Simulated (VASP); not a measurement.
# Hf2MgO (P4/mmm) in VASP: notebook

Hf2MgO is run at these levels: PBE; tasks: single point, relaxation of cell and atoms.

Program: VASP 6.6.1. These are calculated values, not measurements. Logs are shortened: lines on timing, memory, paths and dates and some standing lists are left out, and cuts for length are marked.

**1. The cell of the first run**

The structure is tetragonal, space group P4/mmm (No. 123). Conventional cell: a = 4.438 Å, b = 4.438 Å, c = 4.107 Å, α = 90.00°, β = 90.00°, γ = 90.00°. Mg (site symmetry 4/mmm) has 2 O at 2.05 Å within 2.7 Å. Hf (site symmetry mmm) has 2 O at 2.22 Å within 2.9 Å. Within 2.7 Å of O (site symmetry 4/mmm) lie 2 Mg at 2.05 Å and 4 Hf at 2.22 Å.

The cell was generated, and may not be a known phase.

**2. Single point, PBE**

The input, INCAR:

```
SYSTEM = Hf2MgO
ALGO = Normal
EDIFF = 1E-6
ENCUT = 600
GGA = PE
GGA_COMPAT = .FALSE.
ISIF = 2
ISMEAR = 0
LASPH = .TRUE.
LCHARG = .FALSE.
LREAL = .FALSE.
LWAVE = .FALSE.
NBANDS = 22
NELM = 120
PREC = Accurate
SIGMA = 0.1
```

The input, KPOINTS:

```
k-points
0
G
  4 4 4
  0 0 0
```

The input, POSCAR:

```
Hf2MgO
1.0
    4.4377445903      0.0000000000      0.0000000000
    0.0000000000      4.4377445903      0.0000000000
    0.0000000000      0.0000000000      4.1070173270
Mg Hf O
1 2 1
Direct
    0.0000000000      0.0000000000      0.8506681983
    0.5000000000      0.0000000000      0.3506667190
    0.0000000000      0.5000000000      0.3506667190
    0.0000000000      0.0000000000      0.3506817038
```

Potentials or basis: VASP PAW PBE potentials, release 64 (Mg, Hf_pv, O).

The run is started by

```console
> cat potpaw_PBE.64/Mg/POTCAR potpaw_PBE.64/Hf_pv/POTCAR potpaw_PBE.64/O/POTCAR > POTCAR
> mpirun -np 1 vasp_std > vasp.out
```

OUTCAR:

```text
SYSTEM = Hf2MgO
   EDIFF = 1E-6
   ENCUT = 600
   GGA = PE
   ISIF = 2
   ISMEAR = 0
   LASPH = .TRUE.
   LREAL = .FALSE.
   NELM = 120
   PREC = Accurate

 ion  position               nearest neighbor table
   1  0.000  0.000  0.851-   4 2.05   4 2.05   3 3.02   2 3.02   3 3.02   2 3.02   2 3.02   3 3.02
                             3 3.02   2 3.02
   2  0.500  0.000  0.351-   4 2.22   4 2.22   1 3.02   1 3.02   1 3.02   1 3.02   3 3.14   3 3.14
                             3 3.14   3 3.14
   3  0.000  0.500  0.351-   4 2.22   4 2.22   1 3.02   1 3.02   1 3.02   1 3.02   2 3.14   2 3.14
                             2 3.14   2 3.14
   4  0.000  0.000  0.351-   1 2.05   1 2.05   3 2.22   2 2.22   3 2.22   2 2.22

  LATTYP: Found a simple tetragonal cell.
 ALAT       =     4.4377445903
 C/A-ratio  =     0.9254740203

  Lattice vectors:

 A1 = (   4.4377445903,   0.0000000000,   0.0000000000)
 A2 = (   0.0000000000,   4.4377445903,   0.0000000000)
 A3 = (   0.0000000000,   0.0000000000,   4.1070173270)

Analysis of symmetry for initial positions (statically):
=====================================================================
 Subroutine PRICEL returns:
 Original cell was already a primitive cell.

 Routine SETGRP: Setting up the symmetry group for a
 simple tetragonal supercell.

 Subroutine GETGRP returns: Found  8 space group operations
 (whereof  8 operations were pure point group operations)
 out of a pool of 16 trial point group operations.

The static configuration has the point symmetry C_4v.

Analysis of symmetry for dynamics (positions and initial velocities):
=====================================================================
 Subroutine PRICEL returns:
 Original cell was already a primitive cell.

 Routine SETGRP: Setting up the symmetry group for a
 simple tetragonal supercell.

 Subroutine GETGRP returns: Found  8 space group operations
 (whereof  8 operations were pure point group operations)
 out of a pool of 16 trial point group operations.

The dynamic configuration has the point symmetry C_4v.

 Subroutine INISYM returns: Found  8 space group operations
 (whereof  8 operations are pure point group operations),
 and found     1 'primitive' translations

----------------------------------------------------------------------------------------

                                     Primitive cell

  volume of cell :      80.8819

  direct lattice vectors                    reciprocal lattice vectors
     4.437744590  0.000000000  0.000000000     0.225339692  0.000000000  0.000000000
     0.000000000  4.437744590  0.000000000     0.000000000  0.225339692  0.000000000
     0.000000000  0.000000000  4.107017327     0.000000000  0.000000000  0.243485703

  length of vectors
     4.437744590  4.437744590  4.107017327     0.225339692  0.225339692  0.243485703

  position of ions in fractional coordinates (direct lattice)
     0.000000000  0.000000000  0.850668198
     0.500000000  0.000000000  0.350666719
     0.000000000  0.500000000  0.350666719
     0.000000000  0.000000000  0.350681704

  ion indices of the primitive-cell ions
   primitive index   ion index
                 1           1
                 2           2
                 3           3
                 4           4

----------------------------------------------------------------------------------------

 KPOINTS: k-points

Automatic generation of k-mesh.
 Grid dimensions read from file:
 generate k-points for:    4    4    4

 Generating k-lattice:

  Cartesian coordinates                     Fractional coordinates (reciprocal lattice)
     0.056334923  0.000000000  0.000000000     0.250000000  0.000000000  0.000000000
     0.000000000  0.056334923  0.000000000     0.000000000  0.250000000  0.000000000
     0.000000000  0.000000000  0.060871426     0.000000000  0.000000000  0.250000000

  Length of vectors
     0.056334923  0.056334923  0.060871426

  Shift w.r.t. Gamma in fractional coordinates (k-lattice)
     0.000000000  0.000000000  0.000000000

 Subroutine IBZKPT returns following result:
 ===========================================

 Found     18 irreducible k-points:

 Following reciprocal coordinates:
            Coordinates               Weight
  0.000000  0.000000  0.000000      1.000000
  0.250000  0.000000  0.000000      4.000000
  0.500000  0.000000  0.000000      2.000000
  0.250000  0.250000  0.000000      4.000000
  0.500000  0.250000  0.000000      4.000000
  0.500000  0.500000  0.000000      1.000000
[... 10 lines left out ...]
  0.500000  0.250000  0.500000      4.000000
  0.500000  0.500000  0.500000      1.000000
   k-points           NKPTS =     18   k-points in BZ     NKDIM =     18   number of bands    NBANDS=     22
   number of dos      NEDOS =    301   number of ions     NIONS =      4
   total plane-waves  NPLWV =  46656
   dimension x,y,z NGX =    36 NGY =   36 NGZ =   36
   dimension x,y,z NGXF=    72 NGYF=   72 NGZF=   72
   ions per type =               1   2   1
   NGX,Y,Z   is equivalent  to a cutoff of  13.49, 13.49, 14.57 a.u.
   NGXF,Y,Z  is equivalent  to a cutoff of  26.97, 26.97, 29.14 a.u.
 SYSTEM =  Hf2MgO
   PREC   = accura    normal or accurate (medium, high low for compatibility)
   ISTART =      0    job   : 0-new  1-cont  2-samecut
   ICHARG =      2    charge: 1-file 2-atom 10-const
   ISPIN  =      1    spin polarized calculation?
   LNONCOLLINEAR =      F non collinear calculations
   LSORBIT =      F    spin-orbit coupling
   LASPH  =      T    aspherical Exc in radial PAW
   ENCUT  =  600.0 eV  44.10 Ry    6.64 a.u.   8.86  8.86  8.20*2*pi/ulx,y,z
   NELM   =    120;   NELMIN=  2; NELMDL= -5     # of ELM steps
   EDIFF  = 0.1E-05   stopping-criterion for ELM
   LREAL  =      F    real-space projection
   EDIFFG = 0.1E-04   stopping-criterion for IOM
   NSW    =      0    number of steps for IOM
   IBRION =     -1    ionic relax: 0-MD 1-quasi-New 2-CG
   NFREE  =      0    steps in history (QN), initial steepest desc. (CG)
   ISIF   =      2    stress and relaxation
   ISYM   =      2    0-nonsym 1-usesym 2-fastsym
   POTIM  = 0.5000    time-step for ionic-motion
   TEBEG  =    0.0;   TEEND  =   0.0 temperature during run
   PSTRESS=    0.0 pullay stress
   NELECT =      28.0000    total number of electrons
   NUPDOWN=      -1.0000    fix difference up-down
   EMIN   =  10.00;   EMAX   =-10.00  energy-range for DOS
   EFERMI =   0.00;   METHOD = LEGACY
   ISMEAR =     0;   SIGMA  =   0.10  broadening in eV -4-tet -1-fermi 0-gaus
   EFERMI_NEDOS =   21; number of points for ismear=-14 and -15
   IALGO  =     38    algorithm
   IMIX   =      4    mixing-type and parameters
     AMIX     =   0.40;   BMIX     =  1.00
     AMIX_MAG =   1.60;   BMIX_MAG =  1.00
  volume/ion in A,a.u.               =      20.22       136.45
  Fermi-wavevector in a.u.,A,eV,Ry     =   1.149504  2.172247 17.978185  1.321359
  Thomas-Fermi vector in A             =   2.286173
   LORBIT       =      0    0 simple, 1 ext, 2 COOP (PROOUT), +10 PAW based schemes
   GGA     = PE    functional components
   LHFCALC =     F    Hartree Fock is set to
   AEXX    =    0.0000 exact exchange contribution
   IVDW    =     0    specifies the selected vdW correction
   LEPSILON=     F    determine dielectric tensor
   LRPA    =     F    only Hartree local field effects (RPA)
 non-spin polarized calculation
 Gauss-broadening in eV      SIGMA  =   0.10
  energy-cutoff  :      600.00
  volume of cell :       80.88
 maximum number of plane-waves:      2720
 NGX is ok and might be reduce to    36
   NGX = 17   NGY = 17   NGZ = 17

 number of electron      27.9999995 magnetization

 Free energy of the ion-electron system (eV)
  ---------------------------------------------------
  ext. energy  EPLUGINS =         0.00000000
  ---------------------------------------------------
  free energy    TOTEN  =       -27.86450792 eV

  energy without entropy =      -27.84575975  energy(sigma->0) =      -27.85513383

 E-fermi :   3.6707     XC(G=0): -10.0253

 val. band max:        3.6573393823   @ k =   0.0000   0.0000   0.0000
 cond. band min:       3.6851291850   @ k =   0.5000   0.2500   0.5000
 fundamental gap:      0.0277898028
 Fermi energy:         3.6707397948

 k-point     1 :       0.0000    0.0000    0.0000
  band No.  band energies     occupation
      1     -27.8646      2.00000
      2     -27.8646      2.00000
      3     -27.6354      2.00000
      4     -27.5380      2.00000
      5     -27.3312      2.00000
      6     -27.3312      2.00000
[... 14 lines left out ...]
     21       6.9628      0.00000
     22       7.6486      0.00000

 k-point     2 :       0.2500    0.0000    0.0000
  band No.  band energies     occupation
      1     -27.8627      2.00000
      2     -27.8195      2.00000
      3     -27.6207      2.00000
      4     -27.5518      2.00000
      5     -27.3913      2.00000
      6     -27.3795      2.00000
[... 14 lines left out ...]
     21       7.2903      0.00000
     22       9.1546      0.00000

 k-point     3 :       0.5000    0.0000    0.0000
  band No.  band energies     occupation
      1     -27.8592      2.00000
      2     -27.7614      2.00000
      3     -27.5864      2.00000
      4     -27.5852      2.00000
      5     -27.4515      2.00000
      6     -27.4408      2.00000
[... 14 lines left out ...]
     21       7.0388      0.00000
     22       9.3279      0.00000
[... 326 lines left out ...]
 k-point    17 :       0.5000    0.2500    0.5000
  band No.  band energies     occupation
      1     -28.1007      2.00000
      2     -27.6161      2.00000
      3     -27.6097      2.00000
      4     -27.6086      2.00000
      5     -27.5427      2.00000
      6     -27.2709      2.00000
[... 14 lines left out ...]
     21       7.1750      0.00000
     22       7.5496      0.00000

 k-point    18 :       0.5000    0.5000    0.5000
  band No.  band energies     occupation
      1     -28.2265      2.00000
      2     -27.6869      2.00000
      3     -27.6082      2.00000
      4     -27.6082      2.00000
      5     -27.4453      2.00000
      6     -27.1987      2.00000
[... 14 lines left out ...]
     21       7.3394      0.00000
     22       9.2752      0.00000

------------------------ aborting loop because EDIFF is reached ----------------------------------------

  FORCE on cell =-STRESS in cart. coord.  units (eV):
  Direction    XX          YY          ZZ          XY          YZ          ZX
  --------------------------------------------------------------------------------------
  -------------------------------------------------------------------------------------
  Total       -0.7025711     -0.7025711      0.0386888      0.0000000      0.0000000      0.0000000
  in kB      -13.9171317    -13.9171317      0.7663808      0.0000000      0.0000000      0.0000000
  external PRESSURE =      -9.0226275 kB  Pullay stress =       0.0000000 kB

 VOLUME and BASIS-vectors are now :
 -----------------------------------------------------------------------------
  energy-cutoff  :      600.00
  volume of cell :       80.88
      direct lattice vectors                 reciprocal lattice vectors
     4.437744590  0.000000000  0.000000000     0.225339692  0.000000000  0.000000000
     0.000000000  4.437744590  0.000000000     0.000000000  0.225339692  0.000000000
     0.000000000  0.000000000  4.107017327     0.000000000  0.000000000  0.243485703

 POSITION                                       TOTAL-FORCE (eV/Angst)
 -----------------------------------------------------------------------------------
      0.00000      0.00000      3.49371         0.000000      0.000000      0.000385
      2.21887      0.00000      1.44019         0.000000      0.000000      0.000062
      0.00000      2.21887      1.44019         0.000000     -0.000000      0.000062
      0.00000      0.00000      1.44026        -0.000000      0.000000     -0.000508
 -----------------------------------------------------------------------------------
    total drift:                                0.000000      0.000000      0.000131

  FREE ENERGIE OF THE ION-ELECTRON SYSTEM (eV)
  ---------------------------------------------------
  free  energy   TOTEN  =       -27.8645079183 eV

  energy  without entropy=      -27.8457597474  energy(sigma->0) =      -27.85513383
```

Run time: 19 s. Hardware: 1 thread of AMD EPYC 9R45 (Zen 5), shared host; peak memory 0.19 GiB.

What came out:

```yaml
Free_energy: -27.8645 eV
Pressure: -0.9 GPa
Band_gap_on_the_k_mesh: zero (bands 14 and 15 overlap by 1.58 eV)
```

Caveat: the k points lie up to 0.38 Å⁻¹ apart, too coarse for converged energies and pressures of a metal; spin-orbit coupling is left out, which moves the levels of the heavy elements.

(Part 1 of 2 ends here.)

The gap in the log of VASP goes by the Fermi energy; the results here count the filled bands.